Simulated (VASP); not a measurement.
Runs of VASP 6.6.1 on Sc5Al. The structure is that of space group P-6m2 (No. 187), or close to it. The cells are those of the table. 

```csv
task,spin,cell,k mesh,cutoff (eV),gap on the mesh (eV),pressure (GPa),largest force (eV/Å)
single point,off,"a = 3.266, b = 3.266, c = 15.210 Å, angles 90.0, 90.0, 120.0°, 6 atoms",6 × 6 × 2,520,none,(a),0.01
relaxation of cell and atoms,off,"relaxed from a = 2.952, b = 2.952, c = 14.294 Å, angles 90.0, 90.0, 120.0°, 6 atoms",6 × 6 × 2,600,none,0.0,0.01
single point,"collinear, ferromagnetic start","a = 3.266, b = 3.266, c = 15.210 Å, angles 90.0, 90.0, 120.0°, 6 atoms",6 × 6 × 1,520,none,(b),0.05
single point,off,"a = 2.952, b = 2.952, c = 14.294 Å, angles 90.0, 90.0, 120.0°, 6 atoms",6 × 6 × 2,520,none,22.4,0.65
```

Alike in all rows: level PBE; potentials or basis VASP PAW PBE potentials, release 64 (Sc_sv, Al); smearing gaussian 0.1 eV.

Question: Fill in the values left out.

Answer: (a) 0.3; (b) 0.4.

Caveats: all runs use coarse meshes.

A gap of «none» marks levels without a gap at the run's occupations.
